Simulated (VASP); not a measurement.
# Sb (P6/mmm) in VASP: notebook, part 2 of 2

VASP 6.6.1. Earlier steps stand in the parts before.

## Step 3: Single point, PBE

This run uses another cell than the first one, of 29.16 Å³/atom, 1.111 times its volume.

Input file INCAR:

```
SYSTEM = Sb
  PREC = Accurate
  ENCUT = 520
  EDIFF = 1E-6
  ISMEAR = -1
  SIGMA = 0.05
  LREAL = .FALSE.
  LASPH = .TRUE.
  NELM = 100
  ALGO = Normal
  ISIF = 2
  LWAVE = .FALSE.
  LCHARG = .FALSE.
  GGA = PE
  NBANDS = 8
```

Input file KPOINTS:

```
regular mesh
0
G
  13 13 12
  0 0 0
```

Input file POSCAR:

```
Sb
1.0
    3.2831458784      0.0000000000      0.0000000000
   -1.6415729392      2.8432877350      0.0000000000
    0.0000000000      0.0000000000      3.1236043229
Sb
1
Direct
    0.0000000000      0.0000000000      0.0000000000
```

Potentials or basis: VASP PAW PBE potentials, release 64 (Sb).

Run with:

```sh
$ cat potpaw_PBE.64/Sb/POTCAR > POTCAR
$ mpirun -np 1 vasp_std > vasp.out
```

OUTCAR:

```text
SYSTEM = Sb
   PREC = Accurate
   ENCUT = 520
   EDIFF = 1E-6
   ISMEAR = -1
   LREAL = .FALSE.
   LASPH = .TRUE.
   NELM = 100
   ISIF = 2
   GGA = PE

 ion  position               nearest neighbor table
   1  0.000  0.000  0.000-

  LATTYP: Found a hexagonal cell.
 ALAT       =     3.2831458784
 C/A-ratio  =     0.9514058889

  Lattice vectors:

 A1 = (   3.2831458784,   0.0000000000,   0.0000000000)
 A2 = (  -1.6415729392,   2.8432877350,   0.0000000000)
 A3 = (   0.0000000000,   0.0000000000,   3.1236043229)

Analysis of symmetry for initial positions (statically):
=====================================================================
 Subroutine PRICEL returns:
 Original cell was already a primitive cell.

 Routine SETGRP: Setting up the symmetry group for a
 hexagonal supercell.

 Subroutine GETGRP returns: Found 24 space group operations
 (whereof 24 operations were pure point group operations)
 out of a pool of 24 trial point group operations.

The static configuration has the point symmetry D_6h.

Analysis of symmetry for dynamics (positions and initial velocities):
=====================================================================
 Subroutine PRICEL returns:
 Original cell was already a primitive cell.

 Routine SETGRP: Setting up the symmetry group for a
 hexagonal supercell.

 Subroutine GETGRP returns: Found 24 space group operations
 (whereof 24 operations were pure point group operations)
 out of a pool of 24 trial point group operations.

The dynamic configuration has the point symmetry D_6h.

 Subroutine INISYM returns: Found 24 space group operations
 (whereof 24 operations are pure point group operations),
 and found     1 'primitive' translations

----------------------------------------------------------------------------------------

                                     Primitive cell

  volume of cell :      29.1586

  direct lattice vectors                    reciprocal lattice vectors
     3.283145878  0.000000000  0.000000000     0.304585918  0.175852762  0.000000000
    -1.641572939  2.843287735  0.000000000     0.000000000  0.351705523  0.000000000
     0.000000000  0.000000000  3.123604323     0.000000000  0.000000000  0.320142981

  length of vectors
     3.283145878  3.283145878  3.123604323     0.351705523  0.351705523  0.320142981

  position of ions in fractional coordinates (direct lattice)
     0.000000000  0.000000000  0.000000000

  ion indices of the primitive-cell ions
   primitive index   ion index
                 1           1

----------------------------------------------------------------------------------------

 KPOINTS: regular mesh

Automatic generation of k-mesh.
 Grid dimensions read from file:
 generate k-points for:   13   13   12

 Generating k-lattice:

  Cartesian coordinates                     Fractional coordinates (reciprocal lattice)
     0.023429686  0.013527136  0.000000000     0.076923077  0.000000000  0.000000000
     0.000000000  0.027054271  0.000000000     0.000000000  0.076923077  0.000000000
     0.000000000  0.000000000  0.026678582     0.000000000  0.000000000  0.083333333

  Length of vectors
     0.027054271  0.027054271  0.026678582

  Shift w.r.t. Gamma in fractional coordinates (k-lattice)
     0.000000000  0.000000000  0.000000000

 Subroutine IBZKPT returns following result:
 ===========================================

 Found    147 irreducible k-points:

 Following reciprocal coordinates:
            Coordinates               Weight
  0.000000  0.000000  0.000000      1.000000
  0.076923  0.000000  0.000000      6.000000
  0.153846  0.000000  0.000000      6.000000
  0.230769  0.000000  0.000000      6.000000
  0.307692  0.000000  0.000000      6.000000
  0.384615  0.000000  0.000000      6.000000
[... 16 lines left out ...]
  0.076923  0.000000  0.083333     12.000000
  0.153846  0.000000  0.083333     12.000000
 [... further k-points ...]
   k-points           NKPTS =    147   k-points in BZ     NKDIM =    147   number of bands    NBANDS=      8
   number of dos      NEDOS =    301   number of ions     NIONS =      1
   total plane-waves  NPLWV =  13824
   dimension x,y,z NGX =    24 NGY =   24 NGZ =   24
   dimension x,y,z NGXF=    48 NGYF=   48 NGZF=   48
   ions per type =               1
   NGX,Y,Z   is equivalent  to a cutoff of  12.15, 12.15, 12.77 a.u.
   NGXF,Y,Z  is equivalent  to a cutoff of  24.31, 24.31, 25.55 a.u.
 SYSTEM =  Sb
   PREC   = accura    normal or accurate (medium, high low for compatibility)
   ISTART =      0    job   : 0-new  1-cont  2-samecut
   ICHARG =      2    charge: 1-file 2-atom 10-const
   ISPIN  =      1    spin polarized calculation?
   LNONCOLLINEAR =      F non collinear calculations
   LSORBIT =      F    spin-orbit coupling
   LASPH  =      T    aspherical Exc in radial PAW
   ENCUT  =  520.0 eV  38.22 Ry    6.18 a.u.   6.10  6.10  5.81*2*pi/ulx,y,z
   NELM   =    100;   NELMIN=  2; NELMDL= -5     # of ELM steps
   EDIFF  = 0.1E-05   stopping-criterion for ELM
   LREAL  =      F    real-space projection
   EDIFFG = 0.1E-04   stopping-criterion for IOM
   NSW    =      0    number of steps for IOM
   IBRION =     -1    ionic relax: 0-MD 1-quasi-New 2-CG
   NFREE  =      0    steps in history (QN), initial steepest desc. (CG)
   ISIF   =      2    stress and relaxation
   ISYM   =      2    0-nonsym 1-usesym 2-fastsym
   POTIM  = 0.5000    time-step for ionic-motion
   TEBEG  =    0.0;   TEEND  =   0.0 temperature during run
   PSTRESS=    0.0 pullay stress
   NELECT =       5.0000    total number of electrons
   NUPDOWN=      -1.0000    fix difference up-down
   EMIN   =  10.00;   EMAX   =-10.00  energy-range for DOS
   EFERMI =   0.00;   METHOD = LEGACY
   ISMEAR =    -1;   SIGMA  =   0.05  broadening in eV -4-tet -1-fermi 0-gaus
   EFERMI_NEDOS =   21; number of points for ismear=-14 and -15
   IALGO  =     38    algorithm
   IMIX   =      4    mixing-type and parameters
     AMIX     =   0.40;   BMIX     =  1.00
     AMIX_MAG =   1.60;   BMIX_MAG =  1.00
  volume/ion in A,a.u.               =      29.16       196.77
  Fermi-wavevector in a.u.,A,eV,Ry     =   0.909514  1.718731 11.254941  0.827215
  Thomas-Fermi vector in A             =   2.033567
   LORBIT       =      0    0 simple, 1 ext, 2 COOP (PROOUT), +10 PAW based schemes
   GGA     = PE    functional components
   LHFCALC =     F    Hartree Fock is set to
   AEXX    =    0.0000 exact exchange contribution
   IVDW    =     0    specifies the selected vdW correction
   LEPSILON=     F    determine dielectric tensor
   LRPA    =     F    only Hartree local field effects (RPA)
 non-spin polarized calculation
  energy-cutoff  :      520.00
  volume of cell :       29.16
 maximum number of plane-waves:       814
   NGX = 13   NGY = 13   NGZ = 11

 number of electron       5.0000001 magnetization

 Free energy of the ion-electron system (eV)
  ---------------------------------------------------
  ext. energy  EPLUGINS =         0.00000000
  ---------------------------------------------------
  free energy    TOTEN  =        -3.99691629 eV

  energy without entropy =       -3.99308964  energy(sigma->0) =       -3.99500297

 E-fermi :   7.4628     XC(G=0):  -9.7978

 val. band max:        7.4604300679   @ k =   0.1538   0.1538   0.2500
 cond. band min:       7.4739495625   @ k =   0.2308   0.2308   0.3333
 fundamental gap:      0.0135194946
 Fermi energy:         7.4627719435

 k-point     1 :       0.0000    0.0000    0.0000
  band No.  band energies     occupation
      1      -4.9945      2.00000
      2      10.4641      0.00000
      3      11.9354      0.00000
      4      11.9354      0.00000
      5      14.2325      0.00000
      6      17.1186      0.00000
      7      17.4143      0.00000
      8      17.4143      0.00000

 k-point     2 :       0.0769    0.0000    0.0000
  band No.  band energies     occupation
      1      -4.8883      2.00000
      2      10.5693      0.00000
      3      10.9240      0.00000
      4      11.6460      0.00000
      5      14.4109      0.00000
      6      16.2357      0.00000
      7      17.8515      0.00000
      8      17.8653      0.00000
[... 221 lines left out ...]
 k-point    23 :       0.0769    0.0000    0.0833
  band No.  band energies     occupation
      1      -4.7902      2.00000
      2       9.3699      0.00000
      3      11.0383      0.00000
      4      11.7432      0.00000
      5      15.5903      0.00000
      6      16.3653      0.00000
      7      17.9267      0.00000
      8      18.0253      0.00000

 k-point    24 :       0.1538    0.0000    0.0833
  band No.  band energies     occupation
      1      -4.4736      2.00000
      2       9.0374      0.00000
      3       9.7328      0.00000
      4      11.0875      0.00000
      5      15.0922      0.00000
      6      16.1560      0.00000
      7      19.0205      0.00000
      8      19.4061      0.00000

 [... further k-points ...]
[... 5 lines left out ...]
  --------------------------------------------------------------------------------------
  -------------------------------------------------------------------------------------
  Total       -0.0102649     -0.0102649     -0.0058845      0.0000000     -0.0000000      0.0000000
  in kB       -0.5640271     -0.5640271     -0.3233358      0.0000000     -0.0000000      0.0000000
  external PRESSURE =      -0.4837967 kB  Pullay stress =       0.0000000 kB

 VOLUME and BASIS-vectors are now :
 -----------------------------------------------------------------------------
  energy-cutoff  :      520.00
  volume of cell :       29.16
      direct lattice vectors                 reciprocal lattice vectors
     3.283145878  0.000000000  0.000000000     0.304585918  0.175852762  0.000000000
    -1.641572939  2.843287735  0.000000000     0.000000000  0.351705523  0.000000000
     0.000000000  0.000000000  3.123604323     0.000000000  0.000000000  0.320142981

 POSITION                                       TOTAL-FORCE (eV/Angst)
 -----------------------------------------------------------------------------------
      0.00000      0.00000      0.00000         0.000000      0.000000      0.000000
 -----------------------------------------------------------------------------------
    total drift:                               -0.000000     -0.000000      0.000000

  FREE ENERGIE OF THE ION-ELECTRON SYSTEM (eV)
  ---------------------------------------------------
  free  energy   TOTEN  =        -3.9969162923 eV

  energy  without entropy=       -3.9930896434  energy(sigma->0) =       -3.99500297
```

stdout:

```text
POSCAR found type information on POSCAR Sb
 POSCAR found :  1 types and       1 ions
 scaLAPACK will be used
 LDA part: xc-table for (Slater+PW92), standard interpolation
 POSCAR, INCAR and KPOINTS ok, starting setup
 FFT: planning ... GRIDC
 FFT: planning ... GRID_SOFT
 FFT: planning ... GRID
 WAVECAR not read
 entering main loop
```

It took 7.7 s on 1 thread of Intel Xeon 6975P-C (Granite Rapids), shared host; peak memory 0.16 GiB.

Results:

* Free energy: -3.9969 eV
* Pressure: 0.0 GPa

Caveat: spin-orbit coupling is left out, which moves the levels of the heavy elements.
